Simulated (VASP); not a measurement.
# Mg (P-1) in VASP: single point with PBE

Aim: the single point of Mg with PBE.

All numbers are computed with VASP 6.6.1; they aren't measurements. Logs are shortened: lines on timing, memory, paths and dates and some standing lists are left out, and cuts for length are marked.

### 1 The cell of the first run

The typed cell holds 1 atom: a = 3.090 Å, b = 3.223 Å, c = 3.190 Å, α = 105.99°, β = 102.57°, γ = 124.14°.

### 2 Single point, PBE

INCAR reads:

```
  ALGO = Fast
  EDIFF = 1E-6
  ENCUT = 520
  GGA = PE
  ISIF = 2
  ISMEAR = -1
  LASPH = True
  LCHARG = False
  LREAL = False
  LWAVE = False
  NBANDS = 7
  NELM = 100
  PREC = Accurate
  SIGMA = 0.05
```

KPOINTS reads:

```
k-points
0
Gamma
  12 11 10
```

POSCAR reads:

```
Mg
1.0
   -1.9683165200      1.9166163900      1.4142135500
    1.9424474200     -2.0591527200      1.5417588300
    1.9172312900      2.0080674800     -1.5700399700
Mg
1
Direct
    0.0000000000      0.0000000000      0.0000000000
```

Potentials or basis: VASP PAW PBE potentials, release 64 (Mg).

The run is started by

```bash
$ cat potpaw_PBE.64/Mg/POTCAR > POTCAR
$ mpirun -np 1 vasp_std > vasp.out
```

OUTCAR:

```text
EDIFF = 1E-6
   ENCUT = 520
   GGA = PE
   ISIF = 2
   ISMEAR = -1
   LASPH = True
   LREAL = False
   NELM = 100
   PREC = Accurate

 ion  position               nearest neighbor table
   1  0.000  0.000  0.000-

  LATTYP: Found a triclinic cell.
 ALAT       =     3.8601203698
 B/A-ratio  =     1.4451022844
 C/A-ratio  =     0.7762388730
 COS(alpha) =     0.0093642194
 COS(beta)  =     0.6195161916
 COS(gamma) =     0.7102558054

  Lattice vectors:

 A1 = (  -3.8596787100,   0.0510852400,   0.0282811400)
 A2 = (  -3.9107639400,   3.9757691100,  -0.1275452800)
 A3 = (  -1.8913621900,  -1.8655311500,  -1.3859324100)

Analysis of symmetry for initial positions (statically):
=====================================================================
 Subroutine PRICEL returns:
 Original cell was already a primitive cell.

 Routine SETGRP: Setting up the symmetry group for a
 triclinic supercell.

 Subroutine GETGRP returns: Found  2 space group operations
 (whereof  2 operations were pure point group operations)
 out of a pool of  2 trial point group operations.

The static configuration has the point symmetry S_2 .

Analysis of symmetry for dynamics (positions and initial velocities):
=====================================================================
 Subroutine PRICEL returns:
 Original cell was already a primitive cell.

 Routine SETGRP: Setting up the symmetry group for a
 triclinic supercell.

 Subroutine GETGRP returns: Found  2 space group operations
 (whereof  2 operations were pure point group operations)
 out of a pool of  2 trial point group operations.

The dynamic configuration has the point symmetry S_2 .

 Subroutine INISYM returns: Found  2 space group operations
 (whereof  2 operations are pure point group operations),
 and found     1 'primitive' translations

----------------------------------------------------------------------------------------

                                     Primitive cell

  volume of cell :      22.3402

  direct lattice vectors                    reciprocal lattice vectors
    -1.968316520  1.916616390  1.414213550     0.006132277  0.268826074  0.351314554
     1.942447420 -2.059152720  1.541758830     0.261815046  0.016963193  0.341407382
     1.917231290  2.008067480 -1.570039970     0.262622619  0.258802730  0.014777744

  length of vectors
     3.089933377  3.223388309  3.189535441     0.442410419  0.430573883  0.369009315

  position of ions in fractional coordinates (direct lattice)
     0.000000000  0.000000000  0.000000000

  ion indices of the primitive-cell ions
   primitive index   ion index
                 1           1

----------------------------------------------------------------------------------------

 KPOINTS: k-points

Automatic generation of k-mesh.
 Grid dimensions read from file:
 generate k-points for:   12   11   10

 Generating k-lattice:

  Cartesian coordinates                     Fractional coordinates (reciprocal lattice)
     0.000511023  0.022402173  0.029276213     0.083333333  0.000000000  0.000000000
     0.023801368  0.001542108  0.031037035     0.000000000  0.090909091 -0.000000000
     0.026262262  0.025880273  0.001477774     0.000000000 -0.000000000  0.100000000

  Length of vectors
     0.036867535  0.039143080  0.036900932

  Shift w.r.t. Gamma in fractional coordinates (k-lattice)
     0.000000000  0.000000000  0.000000000

 Subroutine IBZKPT returns following result:
 ===========================================

 Found    662 irreducible k-points:

 Following reciprocal coordinates:
            Coordinates               Weight
  0.000000  0.000000  0.000000      1.000000
  0.083333 -0.000000  0.000000      2.000000
  0.166667  0.000000 -0.000000      2.000000
  0.250000  0.000000 -0.000000      2.000000
  0.333333  0.000000 -0.000000      2.000000
  0.416667  0.000000 -0.000000      2.000000
[... 16 lines left out ...]
  0.250000  0.181818 -0.000000      2.000000
  0.333333  0.181818  0.000000      2.000000
 [... further k-points ...]
   k-points           NKPTS =    662   k-points in BZ     NKDIM =    662   number of bands    NBANDS=      7
   number of dos      NEDOS =    301   number of ions     NIONS =      1
   total plane-waves  NPLWV =  13824
   dimension x,y,z NGX =    24 NGY =   24 NGZ =   24
   dimension x,y,z NGXF=    48 NGYF=   48 NGZF=   48
   ions per type =               1
   NGX,Y,Z   is equivalent  to a cutoff of  12.91, 12.38, 12.51 a.u.
   NGXF,Y,Z  is equivalent  to a cutoff of  25.83, 24.76, 25.02 a.u.
 SYSTEM =  unknown system
   PREC   = accura    normal or accurate (medium, high low for compatibility)
   ISTART =      0    job   : 0-new  1-cont  2-samecut
   ICHARG =      2    charge: 1-file 2-atom 10-const
   ISPIN  =      1    spin polarized calculation?
   LNONCOLLINEAR =      F non collinear calculations
   LSORBIT =      F    spin-orbit coupling
   LASPH  =      T    aspherical Exc in radial PAW
   ENCUT  =  520.0 eV  38.22 Ry    6.18 a.u.   5.75  5.99  5.93*2*pi/ulx,y,z
   NELM   =    100;   NELMIN=  2; NELMDL= -5     # of ELM steps
   EDIFF  = 0.1E-05   stopping-criterion for ELM
   LREAL  =      F    real-space projection
   EDIFFG = 0.1E-04   stopping-criterion for IOM
   NSW    =      0    number of steps for IOM
   IBRION =     -1    ionic relax: 0-MD 1-quasi-New 2-CG
   NFREE  =      0    steps in history (QN), initial steepest desc. (CG)
   ISIF   =      2    stress and relaxation
   ISYM   =      2    0-nonsym 1-usesym 2-fastsym
   POTIM  = 0.5000    time-step for ionic-motion
   TEBEG  =    0.0;   TEEND  =   0.0 temperature during run
   PSTRESS=    0.0 pullay stress
   NELECT =       2.0000    total number of electrons
   NUPDOWN=      -1.0000    fix difference up-down
   EMIN   =  10.00;   EMAX   =-10.00  energy-range for DOS
   EFERMI =   0.00;   METHOD = LEGACY
   ISMEAR =    -1;   SIGMA  =   0.05  broadening in eV -4-tet -1-fermi 0-gaus
   EFERMI_NEDOS =   21; number of points for ismear=-14 and -15
   IALGO  =     68    algorithm
   IMIX   =      4    mixing-type and parameters
     AMIX     =   0.40;   BMIX     =  1.00
     AMIX_MAG =   1.60;   BMIX_MAG =  1.00
  volume/ion in A,a.u.               =      22.34       150.76
  Fermi-wavevector in a.u.,A,eV,Ry     =   0.732356  1.383953  7.297429  0.536346
  Thomas-Fermi vector in A             =   1.824799
   LORBIT       =      0    0 simple, 1 ext, 2 COOP (PROOUT), +10 PAW based schemes
   GGA     = PE    functional components
   LHFCALC =     F    Hartree Fock is set to
   AEXX    =    0.0000 exact exchange contribution
   IVDW    =     0    specifies the selected vdW correction
   LEPSILON=     F    determine dielectric tensor
   LRPA    =     F    only Hartree local field effects (RPA)
 non-spin polarized calculation
 RMM-DIIS sequential band-by-band and
  energy-cutoff  :      520.00
  volume of cell :       22.34
 maximum number of plane-waves:       617
   NGX = 11   NGY = 11   NGZ = 11

 number of electron       2.0000000 magnetization

 Free energy of the ion-electron system (eV)
  ---------------------------------------------------
  ext. energy  EPLUGINS =         0.00000000
  ---------------------------------------------------
  free energy    TOTEN  =        -1.40709531 eV

  energy without entropy =       -1.40318133  energy(sigma->0) =       -1.40513832

 E-fermi :   2.7751     XC(G=0):  -8.5662

 val. band max:        2.7745291967   @ k =  -0.4167   0.3636   0.1000
 cond. band min:       2.7926325101   @ k =   0.1667   0.2727   0.2000
 fundamental gap:      0.0181033134
 Fermi energy:         2.7751106818

 k-point     1 :       0.0000    0.0000    0.0000
  band No.  band energies     occupation
      1      -4.2782      2.00000
      2      12.6266      0.00000
      3      14.2377      0.00000
      4      15.0093      0.00000
      5      15.3386      0.00000
      6      18.5219      0.00000
      7      19.1789      0.00000

 k-point     2 :       0.0833   -0.0000    0.0000
  band No.  band energies     occupation
      1      -4.0733      2.00000
      2      11.8965      0.00000
      3      13.6101      0.00000
      4      15.5360      0.00000
      5      16.5059      0.00000
      6      17.4534      0.00000
      7      17.6688      0.00000

 k-point     3 :       0.1667    0.0000   -0.0000
  band No.  band energies     occupation
      1      -3.4615      2.00000
      2      10.9607      0.00000
      3      12.4367      0.00000
      4      14.8710      0.00000
      5      15.5451      0.00000
      6      16.8340      0.00000
      7      17.8233      0.00000

 k-point     4 :       0.2500    0.0000   -0.0000
  band No.  band energies     occupation
      1      -2.4515      2.00000
      2      10.2745      0.00000
      3      10.8284      0.00000
      4      12.5704      0.00000
      5      13.7435      0.00000
      6      15.8585      0.00000
      7      17.6995      0.00000

 k-point     5 :       0.3333    0.0000   -0.0000
  band No.  band energies     occupation
      1      -1.0585      2.00000
      2       8.0801      0.00000
      3       9.9888      0.00000
      4      11.7583      0.00000
      5      12.3064      0.00000
      6      14.6020      0.00000
      7      17.9703      0.00000
[... 161 lines left out ...]
 k-point    22 :       0.1667    0.1818    0.0000
  band No.  band energies     occupation
      1      -1.4285      2.00000
      2       9.1230      0.00000
      3       9.8838      0.00000
      4      10.9265      0.00000
      5      14.0813      0.00000
      6      15.6393      0.00000
      7      16.6133      0.00000

 k-point    23 :       0.2500    0.1818   -0.0000
  band No.  band energies     occupation
      1       0.0993      2.00000
      2       7.4133      0.00000
      3       7.8350      0.00000
      4      10.1837      0.00000
      5      14.3518      0.00000
      6      14.5871      0.00000
      7      17.1782      0.00000

 k-point    24 :       0.3333    0.1818    0.0000
  band No.  band energies     occupation
      1       1.9290      2.00000
      2       4.8848      0.00000
      3       6.8542      0.00000
      4      10.1928      0.00000
      5      13.7750      0.00000
      6      14.9613      0.00000
      7      17.5918      0.00000

 [... further k-points ...]
[... 5 lines left out ...]
  --------------------------------------------------------------------------------------
  -------------------------------------------------------------------------------------
  Total       -0.0392716      0.0555160      1.0827407      0.0669810      0.3705765      0.1110755
  in kB       -2.8164476      3.9814568     77.6511637      4.8036886     26.5767180      7.9660307
  external PRESSURE =      26.2720576 kB  Pullay stress =       0.0000000 kB

 VOLUME and BASIS-vectors are now :
 -----------------------------------------------------------------------------
  energy-cutoff  :      520.00
  volume of cell :       22.34
      direct lattice vectors                 reciprocal lattice vectors
    -1.968316520  1.916616390  1.414213550     0.006132277  0.268826074  0.351314554
     1.942447420 -2.059152720  1.541758830     0.261815046  0.016963193  0.341407382
     1.917231290  2.008067480 -1.570039970     0.262622619  0.258802730  0.014777744

 POSITION                                       TOTAL-FORCE (eV/Angst)
 -----------------------------------------------------------------------------------
      0.00000      0.00000      0.00000         0.000000      0.000000      0.000000
 -----------------------------------------------------------------------------------
    total drift:                                0.000000      0.000000      0.000000

  FREE ENERGIE OF THE ION-ELECTRON SYSTEM (eV)
  ---------------------------------------------------
  free  energy   TOTEN  =        -1.4070953119 eV

  energy  without entropy=       -1.4031813267  energy(sigma->0) =       -1.40513832
```

It took 31 s on 1 thread of Intel Xeon Platinum 8488C (Sapphire Rapids), shared host; peak memory 0.23 GiB.

What came out:

```yaml
Free_energy: -1.4071 eV
Pressure: 2.6 GPa
Band_gap_on_the_k_mesh: zero (band 1 reaches 5.00 eV, above the bottom of band 2 at 0.82 eV)
```
